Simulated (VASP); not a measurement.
# Nb2IN3 (P4mm) in VASP: further runs

Runs on Nb2IN3. Level: PBE. Tasks: single point.

Everything below comes from runs of VASP 6.6.1. Logs are shortened: lines on timing, memory, paths and dates and some standing lists are left out, and cuts for length are marked.

## 1. The cell of the first run

The structure is tetragonal, space group P4mm (No. 99). Conventional cell: a = 3.428 Å, b = 3.428 Å, c = 8.071 Å, α = 90.00°, β = 90.00°, γ = 90.00°. Nb (site symmetry 4mm) has 4 N at 1.98 Å within 2.6 Å. Nb (site symmetry 4mm) has 8 N at 2.15 to 2.55 Å within 2.8 Å. Within 4.1 Å of I (site symmetry 4mm) lie 5 Nb at 3.14 to 3.80 Å and 4 I at 3.43 Å and 8 N at 3.43 to 3.86 Å. Within 2.8 Å of N (site symmetry 2mm) lie 4 Nb at 1.98 to 2.15 Å and 6 N at 2.42 to 2.70 Å. Within 3.5 Å of N (site symmetry 4mm) lie 5 Nb at 2.55 to 3.07 Å and 8 N at 2.70 to 3.43 Å.

The cell was generated, and may not be a known phase.

## 2. Single point, PBE, collinear spin, zero start

INCAR

```
ALGO = Normal
EDIFF = 1E-7
ENCUT = 520
GGA = PE
ISIF = 2
ISMEAR = 0
ISPIN = 2
LASPH = T
LCHARG = F
LMAXMIX = 4
LORBIT = 11
LREAL = F
LWAVE = F
MAGMOM = 0 0 0 0 0 0
NBANDS = 37
NELM = 150
PREC = Accurate
SIGMA = 0.1
```

KPOINTS

```
k-points
0
Gamma
  6 6 2
```

POSCAR

```
Nb2IN3
1.0
    3.4284248989      0.0000000000      0.0000000000
    0.0000000000      3.4284248989      0.0000000000
    0.0000000000      0.0000000000      8.0710070955
Nb I N
2 1 3
Direct
    0.5000000000      0.5000000000      0.8900037189
    0.0000000000      0.0000000000      0.1729515265
    0.0000000000      0.0000000000      0.6432719564
    0.5000000000      0.0000000000      1.0116476461
    0.0000000000      0.5000000000      1.0116476461
    0.5000000000      0.5000000000      0.2704765460
```

Potentials or basis: VASP PAW PBE potentials, release 64 (Nb_sv, I, N).

Started as:

```
> cat potpaw_PBE.64/Nb_sv/POTCAR potpaw_PBE.64/I/POTCAR potpaw_PBE.64/N/POTCAR > POTCAR
> mpirun -np 1 vasp_std > vasp.out
```

OUTCAR:

```text
EDIFF = 1E-7
   ENCUT = 520
   GGA = PE
   ISIF = 2
   ISMEAR = 0
   ISPIN = 2
   LASPH = T
   LORBIT = 11
   LREAL = F
   NELM = 150
   PREC = Accurate

 ion  position               nearest neighbor table
   1  0.500  0.500  0.890-   4 1.98   5 1.98   4 1.98   5 1.98   3 3.14   3 3.14   3 3.14   3 3.14

   2  0.000  0.000  0.173-   4 2.15   5 2.15   5 2.15   4 2.15
   3  0.000  0.000  0.643-   1 3.14   1 3.14   1 3.14   1 3.14
   4  0.500  0.000  0.012-   1 1.98   1 1.98   2 2.15   2 2.15
   5  0.000  0.500  0.012-   1 1.98   1 1.98   2 2.15   2 2.15
   6  0.500  0.500  0.270-

  LATTYP: Found a simple tetragonal cell.
 ALAT       =     3.4284248989
 C/A-ratio  =     2.3541443472

  Lattice vectors:

 A1 = (   3.4284248989,   0.0000000000,   0.0000000000)
 A2 = (   0.0000000000,   3.4284248989,   0.0000000000)
 A3 = (   0.0000000000,   0.0000000000,   8.0710070955)

Analysis of symmetry for initial positions (statically):
=====================================================================
 Subroutine PRICEL returns:
 Original cell was already a primitive cell.

 Routine SETGRP: Setting up the symmetry group for a
 simple tetragonal supercell.

 Subroutine GETGRP returns: Found  8 space group operations
 (whereof  8 operations were pure point group operations)
 out of a pool of 16 trial point group operations.

The static configuration has the point symmetry C_4v.

Analysis of symmetry for dynamics (positions and initial velocities):
=====================================================================
 Subroutine PRICEL returns:
 Original cell was already a primitive cell.

 Routine SETGRP: Setting up the symmetry group for a
 simple tetragonal supercell.

 Subroutine GETGRP returns: Found  8 space group operations
 (whereof  8 operations were pure point group operations)
 out of a pool of 16 trial point group operations.

The dynamic configuration has the point symmetry C_4v.

Analysis of structural, dynamic, and magnetic symmetry:
=====================================================================
 Subroutine PRICEL returns:
 Original cell was already a primitive cell.

 Routine SETGRP: Setting up the symmetry group for a
 simple tetragonal supercell.

 Subroutine GETGRP returns: Found  8 space group operations
 (whereof  8 operations were pure point group operations)
 out of a pool of 16 trial point group operations.

The overall configuration has the point symmetry C_4v.

 Subroutine INISYM returns: Found  8 space group operations
 (whereof  8 operations are pure point group operations),
 and found     1 'primitive' translations

----------------------------------------------------------------------------------------

                                     Primitive cell

  volume of cell :      94.8674

  direct lattice vectors                    reciprocal lattice vectors
     3.428424899  0.000000000  0.000000000     0.291679132  0.000000000  0.000000000
     0.000000000  3.428424899  0.000000000     0.000000000  0.291679132  0.000000000
     0.000000000  0.000000000  8.071007096     0.000000000  0.000000000  0.123900275

  length of vectors
     3.428424899  3.428424899  8.071007096     0.291679132  0.291679132  0.123900275

  position of ions in fractional coordinates (direct lattice)
     0.500000000  0.500000000  0.890003719
     0.000000000  0.000000000  0.172951527
     0.000000000  0.000000000  0.643271956
     0.500000000  0.000000000  0.011647646
     0.000000000  0.500000000  0.011647646
     0.500000000  0.500000000  0.270476546

  ion indices of the primitive-cell ions
   primitive index   ion index
                 1           1
                 2           2
                 3           3
                 4           4
                 5           5
                 6           6

[... 29 lines left out ...]
  0.166667  0.000000  0.000000      4.000000
  0.333333  0.000000  0.000000      4.000000
  0.500000  0.000000  0.000000      2.000000
  0.166667  0.166667  0.000000      4.000000
  0.333333  0.166667  0.000000      8.000000
[... 12 lines left out ...]
  0.500000  0.333333  0.500000      4.000000
  0.500000  0.500000  0.500000      1.000000
   k-points           NKPTS =     20   k-points in BZ     NKDIM =     20   number of bands    NBANDS=     37
   number of dos      NEDOS =    301   number of ions     NIONS =      6
   total plane-waves  NPLWV =  47040
   dimension x,y,z NGX =    28 NGY =   28 NGZ =   60
   dimension x,y,z NGXF=    56 NGYF=   56 NGZF=  120
   ions per type =               2   1   3
   NGX,Y,Z   is equivalent  to a cutoff of  13.58, 13.58, 12.36 a.u.
   NGXF,Y,Z  is equivalent  to a cutoff of  27.15, 27.15, 24.72 a.u.
 SYSTEM =  unknown system
   PREC   = accura    normal or accurate (medium, high low for compatibility)
   ISTART =      0    job   : 0-new  1-cont  2-samecut
   ICHARG =      2    charge: 1-file 2-atom 10-const
   ISPIN  =      2    spin polarized calculation?
   LNONCOLLINEAR =      F non collinear calculations
   LSORBIT =      F    spin-orbit coupling
   LASPH  =      T    aspherical Exc in radial PAW
   ENCUT  =  520.0 eV  38.22 Ry    6.18 a.u.   6.37  6.37 15.01*2*pi/ulx,y,z
   NELM   =    150;   NELMIN=  2; NELMDL= -5     # of ELM steps
   EDIFF  = 0.1E-06   stopping-criterion for ELM
   LREAL  =      F    real-space projection
   EDIFFG = 0.1E-05   stopping-criterion for IOM
   NSW    =      0    number of steps for IOM
   IBRION =     -1    ionic relax: 0-MD 1-quasi-New 2-CG
   NFREE  =      0    steps in history (QN), initial steepest desc. (CG)
   ISIF   =      2    stress and relaxation
   ISYM   =      2    0-nonsym 1-usesym 2-fastsym
   POTIM  = 0.5000    time-step for ionic-motion
   TEBEG  =    0.0;   TEEND  =   0.0 temperature during run
   PSTRESS=    0.0 pullay stress
   NELECT =      48.0000    total number of electrons
   NUPDOWN=      -1.0000    fix difference up-down
   EMIN   =  10.00;   EMAX   =-10.00  energy-range for DOS
   EFERMI =   0.00;   METHOD = LEGACY
   ISMEAR =     0;   SIGMA  =   0.10  broadening in eV -4-tet -1-fermi 0-gaus
   EFERMI_NEDOS =   21; number of points for ismear=-14 and -15
   IALGO  =     38    algorithm
   IMIX   =      4    mixing-type and parameters
     AMIX     =   0.40;   BMIX     =  1.00
     AMIX_MAG =   1.60;   BMIX_MAG =  1.00
  volume/ion in A,a.u.               =      15.81       106.70
  Fermi-wavevector in a.u.,A,eV,Ry     =   1.304516  2.465179 23.153895  1.701763
  Thomas-Fermi vector in A             =   2.435447
   LORBIT       =     11    0 simple, 1 ext, 2 COOP (PROOUT), +10 PAW based schemes
   GGA     = PE    functional components
   LHFCALC =     F    Hartree Fock is set to
   AEXX    =    0.0000 exact exchange contribution
   IVDW    =     0    specifies the selected vdW correction
   LEPSILON=     F    determine dielectric tensor
   LRPA    =     F    only Hartree local field effects (RPA)
 spin polarized calculation
 Gauss-broadening in eV      SIGMA  =   0.10
  energy-cutoff  :      520.00
  volume of cell :       94.87
 maximum number of plane-waves:      2591
 NGX is ok and might be reduce to    28
   NGX = 13   NGY = 13   NGZ = 31

 number of electron      47.9999999 magnetization       0.0000066

 Free energy of the ion-electron system (eV)
  ---------------------------------------------------
  ext. energy  EPLUGINS =         0.00000000
  ---------------------------------------------------
  free energy    TOTEN  =       -47.34746893 eV

  energy without entropy =      -47.34405353  energy(sigma->0) =      -47.34576123

 E-fermi :   7.8092     XC(G=0): -10.8463

 val. band max:        7.7731134847   @ k =   0.0000   0.0000   0.0000
 cond. band min:       7.8830188142   @ k =   0.5000   0.5000   0.0000
 fundamental gap:      0.1099053295
 Fermi energy:         7.8092082033

 spin component 1

 k-point     1 :       0.0000    0.0000    0.0000
  band No.  band energies     occupation
      1     -48.3017      1.00000
      2     -48.1883      1.00000
      3     -24.5686      1.00000
      4     -24.3103      1.00000
      5     -24.3103      1.00000
      6     -24.2294      1.00000
[... 769 lines left out ...]
     35      14.1444      0.00000
     36      14.7290      0.00000
 Fermi energy:         7.8092082033

 spin component 2

 k-point     1 :       0.0000    0.0000    0.0000
  band No.  band energies     occupation
      1     -48.3017      1.00000
      2     -48.1883      1.00000
      3     -24.5687      1.00000
      4     -24.3104      1.00000
      5     -24.3104      1.00000
      6     -24.2294      1.00000
[... 769 lines left out ...]
     35      14.1444      0.00000
     36      14.7289      0.00000
 [bands above 36 left out]

------------------------ aborting loop because EDIFF is reached ----------------------------------------

  FORCE on cell =-STRESS in cart. coord.  units (eV):
  Direction    XX          YY          ZZ          XY          YZ          ZX
  --------------------------------------------------------------------------------------
  -------------------------------------------------------------------------------------
  Total       -0.1974440     -0.1974440      0.0895692      0.0000000      0.0000000      0.0000000
  in kB       -3.3345527     -3.3345527      1.5126974      0.0000000      0.0000000      0.0000000
  external PRESSURE =      -1.7188027 kB  Pullay stress =       0.0000000 kB

 VOLUME and BASIS-vectors are now :
 -----------------------------------------------------------------------------
  energy-cutoff  :      520.00
  volume of cell :       94.87
      direct lattice vectors                 reciprocal lattice vectors
     3.428424899  0.000000000  0.000000000     0.291679132  0.000000000  0.000000000
     0.000000000  3.428424899  0.000000000     0.000000000  0.291679132  0.000000000
     0.000000000  0.000000000  8.071007096     0.000000000  0.000000000  0.123900275

 POSITION                                       TOTAL-FORCE (eV/Angst)
 -----------------------------------------------------------------------------------
      1.71421      1.71421      7.18323         0.000000      0.000000      0.026644
      0.00000      0.00000      1.39589         0.000000     -0.000000     -0.020491
      0.00000      0.00000      5.19185         0.000000     -0.000000      0.002056
      1.71421      0.00000      0.09401         0.000000     -0.000000     -0.002956
      0.00000      1.71421      0.09401        -0.000000     -0.000000     -0.002956
      1.71421      1.71421      2.18302         0.000000     -0.000000     -0.002295
 -----------------------------------------------------------------------------------
    total drift:                                0.000000      0.000000     -0.000800

  FREE ENERGIE OF THE ION-ELECTRON SYSTEM (eV)
  ---------------------------------------------------
  free  energy   TOTEN  =       -47.3474689252 eV

  energy  without entropy=      -47.3440535258  energy(sigma->0) =      -47.34576123

 total charge

# of ion       s       p       d       tot
------------------------------------------
    1        2.206   6.064   2.453  10.723
    2        2.152   6.021   2.133  10.306
    3        1.530   2.771   0.037   4.338
    4        1.271   2.548   0.000   3.819
    5        1.271   2.548   0.000   3.819
    6        1.280   2.188   0.000   3.467
--------------------------------------------------
tot          9.710  22.139   4.624  36.473

 magnetization (x)

# of ion       s       p       d       tot
------------------------------------------
    1        0.000  -0.000  -0.000  -0.000
    2       -0.000  -0.000  -0.000  -0.000
    3       -0.000   0.000  -0.000   0.000
    4        0.000   0.000   0.000   0.000
    5        0.000   0.000   0.000   0.000
    6        0.000   0.000   0.000   0.000
--------------------------------------------------
tot          0.000   0.000  -0.000  -0.000
```

It took 3.7 min on 1 thread of Intel Xeon 8259CL, shared host; peak memory 0.28 GiB.

What came out:

```yaml
Free_energy: -47.3475 eV
Pressure: -0.2 GPa
Largest_force: 0.027 eV/Å
Band_gap_on_the_k_mesh: 0.11 eV (least direct gap 0.44 eV)
Net_moment: 0.00 μB per cell
Valence_electrons_inside_the_program's_atomic_spheres: Nb 10.72, 10.31; I 4.34; N 3.82, 3.47 (each value once)
```

Forces on the atoms (eV/Å):
```
Nb   0.000  0.000  0.027
Nb   0.000  0.000 -0.020
I    0.000  0.000  0.002
N    0.000  0.000 -0.003
N    0.000  0.000 -0.003
N    0.000  0.000 -0.002
```

Stress tensor (GPa, compression positive):
```
-0.33  0.00  0.00
 0.00 -0.33  0.00
 0.00  0.00  0.15
```

Levels at points of the mesh, in eV from the valence-band top:
Spin up:
```
           k point  band 21  band 22  band 23  band 24  band 25  band 26  band 27  band 28
(0.00, 0.00, 0.00)    -1.29    -0.54     0.00     0.00     0.44     1.44     1.55     1.80
(0.50, 0.00, 0.00)    -1.73    -1.11    -0.90    -0.43     0.79     1.43     1.48     2.23
(0.50, 0.50, 0.00)    -2.52    -2.52    -0.83    -0.39     0.11     1.16     1.16     1.63
(0.00, 0.00, 0.50)    -1.07    -1.07    -0.17    -0.17     0.44     1.21     1.55     1.84
(0.50, 0.00, 0.50)    -1.73    -0.84    -0.83    -0.18     1.14     1.17     1.35     2.01
(0.50, 0.50, 0.50)    -2.53    -2.53    -0.83    -0.38     0.26     1.12     1.13     1.13
```
Spin down:
```csv
k point,band 21,band 22,band 23,band 24,band 25,band 26,band 27,band 28
"(0.00, 0.00, 0.00)",-1.29,-0.54,0.00,0.00,0.44,1.44,1.55,1.80
"(0.50, 0.00, 0.00)",-1.73,-1.11,-0.90,-0.43,0.79,1.43,1.48,2.23
"(0.50, 0.50, 0.00)",-2.52,-2.52,-0.83,-0.39,0.11,1.16,1.16,1.63
"(0.00, 0.00, 0.50)",-1.07,-1.07,-0.17,-0.17,0.44,1.21,1.55,1.84
"(0.50, 0.00, 0.50)",-1.73,-0.84,-0.83,-0.18,1.14,1.17,1.35,2.01
"(0.50, 0.50, 0.50)",-2.53,-2.53,-0.83,-0.38,0.26,1.12,1.13,1.13
```

Caveat: semilocal functionals underestimate gaps, and a narrow one can read as zero; spin-orbit coupling is left out, which moves the levels of the heavy elements. A k mesh can miss the band edges.

## 3. Single point, PBE

This run uses another cell than the first one, of 15.98 Å³/atom.

INCAR

```
SYSTEM = Nb2IN3
PREC = Accurate
ENCUT = 520
EDIFF = 1E-7
ISMEAR = 0
SIGMA = 0.1
LREAL = .False.
LASPH = .True.
NELM = 80
ALGO = Normal
ISIF = 2
LWAVE = .False.
LCHARG = .False.
GGA = PE
NBANDS = 33
```

KPOINTS

```
Automatic mesh
0
Gamma
  12 12 6
  0 0 0
```

POSCAR

```
Nb2IN3
1.0
    3.4243772541      0.0000000000      0.0000000000
    0.0000000000      3.4243772541      0.0000000000
    0.0000000000      0.0000000000      8.1765656217
Nb I N
2 1 3
Direct
    0.5000000000      0.5000000000      0.8912283241
    0.0000000000      0.0000000000      0.1713327237
    0.0000000000      0.0000000000      0.6468068174
    0.5000000000      0.0000000000      0.0116955269
    0.0000000000      0.5000000000      0.0116955269
    0.5000000000      0.5000000000      0.2672401208
```

Potentials or basis: VASP PAW PBE potentials, release 64 (Nb_sv, I, N).

Started as:

```
> cat potpaw_PBE.64/Nb_sv/POTCAR potpaw_PBE.64/I/POTCAR potpaw_PBE.64/N/POTCAR > POTCAR
> mpirun -np 1 vasp_std > vasp.out
```

Wall time 8.5 min (1 thread of Intel Xeon 8259CL, shared host); peak memory 0.41 GiB.

It converged, with:

```yaml
Free_energy: -47.3566 eV
Pressure: -0.2 GPa
Largest_force: 0.023 eV/Å
Band_gap_on_the_k_mesh: zero (bands 24 and 25 overlap by 0.03 eV)
```

Forces on the atoms (eV/Å):
```
Nb   0.000  0.000  0.023
Nb   0.000  0.000 -0.021
I    0.000  0.000  0.005
N    0.000  0.000 -0.001
N    0.000  0.000 -0.001
N    0.000  0.000 -0.005
```

Levels at points of the mesh, in eV from the Fermi level:
```csv
k point,band 22,band 23,band 24,band 25,band 26,band 27
"(0.00, 0.00, 0.00)",-0.59,0.02,0.02,0.48,1.46,1.58
"(0.50, 0.00, 0.00)",-1.08,-0.84,-0.39,0.84,1.43,1.50
"(0.50, 0.50, 0.00)",-2.50,-0.77,-0.34,0.14,1.17,1.17
"(0.00, 0.00, 0.50)",-1.05,-0.13,-0.13,0.48,1.25,1.58
"(0.50, 0.00, 0.50)",-0.85,-0.79,-0.16,1.16,1.19,1.39
"(0.50, 0.50, 0.50)",-2.51,-0.77,-0.33,0.26,1.14,1.14
```

Caveat: spin-orbit coupling is left out, which moves the levels of the heavy elements.
